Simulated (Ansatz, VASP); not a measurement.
**Ir: VASP beside Ansatz**

```
CELL_PARAMETERS angstrom
2.72909 0.00000 0.00000
-1.36455 2.36346 0.00000
0.00000 0.00000 4.42764
ATOMIC_POSITIONS crystal
Ir 0.33333 0.66667 0.25000
Ir 0.66667 0.33333 0.75000
```

Alike in both runs: functional r2SCAN; k mesh 13 × 13 × 7; occupations fermi-dirac, width 0.1 eV; no spin polarisation.

Ansatz relaxed the structure, and its values are those at the end. VASP's run is a single point on that final structure, the one shown.

```csv
,VASP,Ansatz
version,VASP 6.6.1,Ansatz 0.2.0
potentials or method,"VASP PAW PBE potentials, release 64 (Ir), cutoff 520 eV","plane waves (500 eV) with PAW, scalar-relativistic"
valence electrons in the cell,18,34
```

|  | VASP | Ansatz | Ansatz less VASP |
| --- | --- | --- | --- |
| pressure (GPa) | 2.5 | 0.0 | -2.46 |

VASP's potentials were made for PBE, not for r2SCAN. VASP's potentials hold 18 valence electrons a cell and Ansatz's 34, so a difference there can come from the potentials and not from the codes.

Neither program's run includes spin-orbit coupling.
